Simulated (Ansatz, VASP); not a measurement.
## One calculation of Sr2AlO, two programs

The input INCAR:

```
PREC = Accurate
ENCUT = 600
EDIFF = 1E-6
ISMEAR = 0
SIGMA = 0.1
LREAL = F
LASPH = T
NELM = 200
ALGO = Normal
ISIF = 2
LWAVE = F
LCHARG = F
ISPIN = 2
MAGMOM = 0 0 0 0 0 0 1 1
LORBIT = 11
GGA = PE
NBANDS = 43
GGA_COMPAT = F
```

KPOINTS

```
regular mesh
0
Gamma
  6 6 1
```

File POSCAR:

```
Sr2AlO
1.0
    3.8458525296      0.0000000000      0.0000000000
   -1.9229262648      3.3306059898      0.0000000000
    0.0000000000      0.0000000000     16.1124867794
Sr Al O
4 2 2
Direct
    0.6666666667      0.3333333333      0.8830153847
    0.3333333333      0.6666666667      0.1169846153
    0.6666666667      0.3333333333      0.2997144765
    0.3333333333      0.6666666667      0.7002855235
    0.3333333333      0.6666666667      0.4515352039
    0.6666666667      0.3333333333      0.5484647961
    0.0000000000      0.0000000000      0.8038742617
    0.0000000000      0.0000000000      0.1961257383
```

Input for Ansatz:

```yaml
crystal:
  lattice:
    - [3.8458525296, 0.0, 0.0]
    - [-1.9229262648, 3.3306059898, 0.0]
    - [0.0, 0.0, 16.1124867794]
  atoms:
    - { symbol: Sr, position: [0.6666666667, 0.3333333333, 0.8830153847] }
    - { symbol: Sr, position: [0.3333333333, 0.6666666667, 0.1169846153] }
    - { symbol: Sr, position: [0.6666666667, 0.3333333333, 0.2997144765] }
    - { symbol: Sr, position: [0.3333333333, 0.6666666667, 0.7002855235] }
    - { symbol: Al, position: [0.3333333333, 0.6666666667, 0.4515352039] }
    - { symbol: Al, position: [0.6666666667, 0.3333333333, 0.5484647961] }
    - { symbol: O, position: [0.0, 0.0, 0.8038742617], spin: 1.0 }
    - { symbol: O, position: [0.0, 0.0, 0.1961257383], spin: 1.0 }
basis:
  ecutwfc: 420
kpoints:
  mp_grid: { grid: [6, 6, 1] }
hamiltonian:
  xc: pbe
scf:
  occupations: { method: gaussian, width: 0.1 }
  lower_state_search: "off"
output:
  forces: true
  stress: true
  eigenvalues: true
  populations: true
magnetization:
  spin_polarized: true
```

Change from the starting cell: species swapped into the CeAlSi2 type (P-3m1, No. 164).

Alike in both runs: task single point; functional PBE; k mesh 6 × 6 × 1; occupations gaussian, width 0.1 eV; collinear spin.

```csv
,VASP,Ansatz
version,VASP 6.6.1,Ansatz 0.2.0
potentials or method,"VASP PAW PBE potentials, release 64 (Sr_sv, Al, O), cutoff 600 eV","scalar-relativistic, plane waves, PAW"
valence electrons in the cell,58,58
```

VASP gave:

```
gap on the k mesh at the Fermi level (eV)                     : none
pressure (GPa)                                                : 0.1
traceless stress, the component that is largest in VASP (GPa) : 0.12
rms of the force components (eV/Å)                            : 0.018
net moment per atom (μB)                                      : 0.01
```

Task: What did Ansatz give for the same quantities?

Result: gap on the k mesh at the Fermi level (eV): none; pressure (GPa): 0.0; traceless stress, the component that is largest in VASP (GPa): 0.13; rms of the force components (eV/Å): 0.014; net moment per atom (μB): 0.01.

Atom by atom the forces differ by 0.014 eV/Å (rms over components). A gap of «none» marks a metal or a gap that the smearing closes. Ansatz's warnings: seeded moment not kept.

The k mesh is coarse, so the values compare programs but aren't converged.
